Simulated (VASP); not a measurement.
A run of VASP 6.6.1:

POSCAR

```
Na2S
1.0
    3.0857634768      3.0857634768      0.0000000000
   -3.0857634768      3.0857634768      0.0000000000
    0.0000000000      3.0857634768      3.0857634768
Na S
2 1
Direct
    0.2500000000      0.7500000000      0.5000000000
    0.7500000000      0.2500000000      0.5000000000
    0.0000000000      0.0000000000      0.0000000000
```

File INCAR.step1:

```
PREC = Accurate ; ENCUT = 550
ISMEAR = 0 ; SIGMA = 0.01
LREAL = F ; LASPH = T
NELM = 120 ; NBANDS = 17
GGA = PE ; ALGO = Normal
EDIFF = 1E-5 ; LWAVE = T
LCHARG = F ; GGA_COMPAT = F
```

Contents of INCAR.step2:

```
PREC = Accurate ; ENCUT = 550
EDIFF = 1E-6 ; ISMEAR = 0
SIGMA = 0.01 ; LREAL = F
LASPH = T ; NELM = 120
ALGO = Normal ; ISIF = 2
LWAVE = F ; LCHARG = F
METAGGA = R2SCAN ; LMIXTAU = T
NBANDS = 17 ; ISTART = 1
GGA_COMPAT = F
```

The input KPOINTS:

```
regular mesh
0
Gamma
  6 6 6
```

Potentials or basis: VASP PAW PBE potentials, release 64 (Na_pv, S).

Run with:

```bash
$ cat potpaw_PBE.64/Na_pv/POTCAR potpaw_PBE.64/S/POTCAR > POTCAR
$ cp INCAR.step1 INCAR
$ mpirun -np 1 vasp_std > vasp.out
$ cp INCAR.step2 INCAR
$ mpirun -np 1 vasp_std > vasp.out
```

Hardware: 1 thread of Intel Xeon 8259CL (shared host).

Q: How long does it take, and how much memory?

A: Run time: 97 s on 1 thread of Intel Xeon 8259CL (shared host), peak memory 0.21 GiB. Counts: k points 16.
